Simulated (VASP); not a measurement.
# Nb7Sn16 (a cell with a defect) in VASP: notebook, part 2 of 2

VASP 6.6.1. Earlier steps stand in the parts before.

**3. Single point, PBEsol**

The input, INCAR:

```
SYSTEM = Nb7Sn16
ALGO = Normal
EDIFF = 1E-6
ENCUT = 520
GGA = PS
ISIF = 2
ISMEAR = -1
LASPH = .TRUE.
LCHARG = .FALSE.
LREAL = Auto
LWAVE = .FALSE.
NBANDS = 174
NELM = 60
PREC = Accurate
SIGMA = 0.1
```

The input, KPOINTS:

```
k-points
0
G
  2 2 3
  0 0 0
```

The input, POSCAR:

```
Nb7Sn16
1.0
    0.0000005700     11.2354140000     -0.0000003000
   -0.0000001400     -2.8088532500      9.5127110700
    4.9038181400      2.8088532500     -0.0000000700
Sn Nb
16 7
Direct
    0.2251698601      0.8292789518     -0.0313486365
    0.2893496959      0.1607973874      0.0043051877
    0.4156236575      0.6635747802      0.4629488271
    0.3320720685      0.3322016312      0.4962681706
    0.4191821948     -0.0033849291      0.3126983336
    0.0836233366      0.0000578249      0.6707145042
    0.2073659406      0.5089895023      0.1576132987
    0.0452047997      0.5025968976      0.8243831499
    0.7085385455      0.8310435540      0.0470791750
    0.7913958408      0.1695564205      0.0103010697
    0.9060672088      0.6751548808      0.5179451002
    0.8321652530      0.3389351638      0.5050669708
    0.9198102558     -0.0095029377      0.3374810050
    0.5960578382      0.0067833684      0.6417896364
    0.7111415476      0.5042426066      0.1817943977
    0.5322054198      0.4913488053      0.8518421047
    0.0648347101      0.2557755619      0.0018944420
    0.0589354182      0.2454931129      0.5017781921
    0.1922968485      0.7555572789      0.4808057576
    0.5628546738      0.2523252469      0.0018264777
    0.9409900085      0.7449363520      0.0017938202
    0.5614034131      0.2490957820      0.4991253030
    0.4821899647      0.7501870030      0.9088813457
```

Potentials or basis: VASP PAW PBE potentials, release 64 (Sn_d, Nb_sv).

Run with:

```bash
cat potpaw_PBE.64/Sn_d/POTCAR potpaw_PBE.64/Nb_sv/POTCAR > POTCAR
mpirun -np 1 vasp_std > vasp.out
```

OUTCAR:

```text
SYSTEM = Nb7Sn16
   EDIFF = 1E-6
   ENCUT = 520
   GGA = PS
   ISIF = 2
   ISMEAR = -1
   LASPH = .TRUE.
   LREAL = Auto
   NELM = 60
   PREC = Accurate

 ion  position               nearest neighbor table
   1  0.225  0.829  0.969-  19 2.90  19 2.93  21 2.98  23 3.05   2 3.16   3 3.17   7 3.41  11 3.46
                             8 3.53   5 3.54   5 3.59  14 3.60   6 3.64  13 3.71
   2  0.289  0.161  0.004-  17 2.94  18 2.94  20 2.94  22 2.96   1 3.16   4 3.22   4 3.30  16 3.51
                             5 3.53  13 3.58   6 3.58   6 3.61  14 3.67   7 3.70   5 3.73
   3  0.416  0.664  0.463-  19 2.86  23 2.92  23 3.03   9 3.07   4 3.16   1 3.17  16 3.42   7 3.47
                             5 3.51   8 3.57  15 3.61   7 3.71  14 3.73
   4  0.332  0.332  0.496-  20 2.91  17 2.92  22 2.93  18 2.93   3 3.16   2 3.22   2 3.30  16 3.50
                             6 3.55   8 3.60   5 3.60  16 3.63   7 3.65  15 3.66   7 3.70
   5  0.419  0.997  0.313-  19 2.81  20 2.87  22 2.93  23 3.08   6 3.28  14 3.29  14 3.31   3 3.51
                             2 3.53   1 3.54   1 3.59   4 3.60   9 3.61  10 3.61   2 3.73
   6  0.084  0.000  0.671-  19 2.86  18 2.87  21 2.92  17 2.92  13 3.20  13 3.27   5 3.28  11 3.52
                             4 3.55   2 3.58   2 3.61   9 3.63   1 3.64  10 3.64
   7  0.207  0.509  0.158-  19 2.83  17 2.85  18 3.02  23 3.11   8 3.19  16 3.22   8 3.27   1 3.41
[... 1626 lines left out ...]
    168      10.7069      0.00000
    169      10.8928      0.00000
 [bands above 169 left out]

------------------------ aborting loop because EDIFF is reached ----------------------------------------

  FORCE on cell =-STRESS in cart. coord.  units (eV):
  Direction    XX          YY          ZZ          XY          YZ          ZX
  --------------------------------------------------------------------------------------
  -------------------------------------------------------------------------------------
  Total       -6.9038182     -1.8080932      0.9725339      1.0919888     -2.3478320      0.5192885
  in kB      -21.1043608     -5.5271807      2.9729501      3.3381131     -7.1771145      1.5874190
  external PRESSURE =      -7.8861971 kB  Pullay stress =       0.0000000 kB

 VOLUME and BASIS-vectors are now :
 -----------------------------------------------------------------------------
  energy-cutoff  :      520.00
  volume of cell :      524.12
      direct lattice vectors                 reciprocal lattice vectors
     0.000000570 11.235414000 -0.000000300    -0.050980680  0.089004289  0.026280624
    -0.000000140 -2.808853250  9.512711070    -0.000000000  0.000000003  0.105122504
     4.903818140  2.808853250 -0.000000070     0.203922739 -0.000000010 -0.000000000

 POSITION                                       TOTAL-FORCE (eV/Angst)
 -----------------------------------------------------------------------------------
      4.75009      2.92135      7.88869         0.052404     -0.093367      0.037454
      0.02111      2.81140      1.52962        -0.016525      0.013242      0.060952
      2.27022      4.10617      6.31240         0.209685      0.216536      0.013991
      2.43361      4.19181      3.16014        -0.015732      0.034633     -0.011375
      1.53342      2.78866      9.48051         0.005483      0.098352      0.009092
      3.28906      2.82332      0.00055        -0.119459      0.047255      0.039130
[... 15 lines left out ...]
      2.44762      7.00990      2.36958        -0.031618      0.028585      0.007303
      4.45699      5.86335      7.13631         1.706107     -1.001339     -0.007617
 -----------------------------------------------------------------------------------
    total drift:                               -0.005118      0.040695     -0.000296

  FREE ENERGIE OF THE ION-ELECTRON SYSTEM (eV)
  ---------------------------------------------------
  free  energy   TOTEN  =      -147.3105554476 eV

  energy  without entropy=     -146.8366547302  energy(sigma->0) =     -147.07360509
```

OSZICAR:

```text
N       E                     dE             d eps       ncg     rms          rms(c)
DAV:   1     0.605268513970E+04    0.60527E+04   -0.13505E+05  2808   0.282E+03
DAV:   2     0.133980698628E+04   -0.47129E+04   -0.46389E+04  2832   0.918E+02
DAV:   3     0.784262409154E+02   -0.12614E+04   -0.12301E+04  2838   0.397E+02
[... 10 lines left out ...]
DAV:  14    -0.147310691662E+03    0.35262E-03   -0.15776E-03  4416   0.156E-01    0.978E-02
DAV:  15    -0.147310555946E+03    0.13572E-03   -0.87592E-04  3568   0.146E-01    0.372E-02
DAV:  16    -0.147310557334E+03   -0.13886E-05   -0.25830E-04  3592   0.939E-02    0.206E-02
DAV:  17    -0.147310555331E+03    0.20030E-05   -0.42802E-05  4400   0.314E-02    0.132E-02
DAV:  18    -0.147310555019E+03    0.31242E-06   -0.11685E-05  2992   0.197E-02    0.708E-03
DAV:  19    -0.147310555448E+03   -0.42875E-06   -0.45184E-06  2440   0.151E-02
   1 F= -.14731056E+03 E0= -.14707361E+03  d E =-.473901E+00
```

stdout:

```text
POSCAR found type information on POSCAR SnNb
 POSCAR found :  2 types and      23 ions
 scaLAPACK will be used
 -----------------------------------------------------------------------------
|                                                                             |
|                                                                             |
|     You enforced a specific xc type in the INCAR file but a different       |
|     I HOPE YOU KNOW WHAT YOU ARE DOING!                                     |
|                                                                             |
 -----------------------------------------------------------------------------

 LDA part: xc-table for (Slater+PW92), standard interpolation
 POSCAR, INCAR and KPOINTS ok, starting setup
 FFT: planning ... GRIDC
 FFT: planning ... GRID_SOFT
 FFT: planning ... GRID
 WAVECAR not read
 entering main loop
```

Wall time 47 min (1 thread of Oxide Virtual Turin-like, shared host); peak memory 0.83 GiB.

Results:

* Free energy: -147.3106 eV
* Pressure: -0.8 GPa
* Largest force: 1.978 eV/Å
* Band gap on the k mesh: zero (an odd number of electrons rules out a gap without spin polarisation)

Forces in eV/Å, atoms in the order of the input:
```
Sn   0.052 -0.093  0.037
Sn  -0.017  0.013  0.061
Sn   0.210  0.217  0.014
Sn  -0.016  0.035 -0.011
Sn   0.005  0.098  0.009
Sn  -0.119  0.047  0.039
Sn  -0.073  0.134 -0.031
Sn  -0.058  0.054  0.013
Sn  -0.212 -0.071 -0.135
Sn  -0.054  0.013  0.023
Sn  -0.337  0.174  0.070
Sn  -0.015  0.022 -0.076
Sn  -0.123 -0.040  0.004
Sn  -0.039  0.066 -0.217
Sn  -0.203  0.047 -0.004
Sn  -0.170  0.036  0.181
Nb  -0.041  0.010 -0.021
Nb  -0.053  0.014  0.028
Nb  -0.034  0.143 -0.050
Nb  -0.084  0.026  0.014
Nb  -0.295  0.029  0.052
Nb  -0.032  0.029  0.007
Nb   1.706 -1.001 -0.008
```

Caveat: the k points lie up to 0.40 Å⁻¹ apart, too coarse for converged energies and pressures of a metal; the PAW data sets were made with another functional, which shifts forces and pressure a little; spin-orbit coupling is left out, which moves the levels of the heavy elements.
